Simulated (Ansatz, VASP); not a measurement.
**Two plane-wave programs on ZrCu5**

```
Zr Cu
1.0
     0.00000    3.44999    3.44999
     3.44999    0.00000    3.44999
     3.44999    3.44999    0.00000
Zr Cu
1 5
Direct
  0.00000 0.00000 0.00000
  0.25000 0.25000 0.25000
  0.62426 0.62426 0.62426
  0.12722 0.62426 0.62426
  0.62426 0.62426 0.12722
  0.62426 0.12722 0.62426
```

Alike in both runs: task relaxation of cell and atoms; functional LDA; k mesh 10 × 10 × 10; occupations gaussian, width 0.1 eV; no spin polarisation.

|  | VASP | Ansatz |
| --- | --- | --- |
| version | VASP 6.6.1 | Ansatz 0.2.0 |
| potentials or method | VASP PAW LDA potentials, release 64 (Zr_sv, Cu), cutoff 600 eV | scalar-relativistic, plane waves, PAW |
| valence electrons in the cell | 67 | 107 |

Ansatz gave:

- gap on the k mesh at the Fermi level, each at its own relaxed structure (eV): none
- relaxed volume (Å³/atom): 12.60
- relaxed cell length with the largest relative difference (Å): 4.746

Problem. Estimate VASP's values.

Solution. gap on the k mesh at the Fermi level, each at its own relaxed structure (eV): none; relaxed volume (Å³/atom): 12.65; relaxed cell length with the largest relative difference (Å): 4.753.

LDA's correlation is that of Perdew and Zunger in VASP and of Perdew and Wang (1992) in Ansatz. A gap of «none» marks a metal or a gap that the smearing closes. VASP's potentials hold 67 valence electrons a cell and Ansatz's 107, so a difference there can come from the potentials and not from the codes.
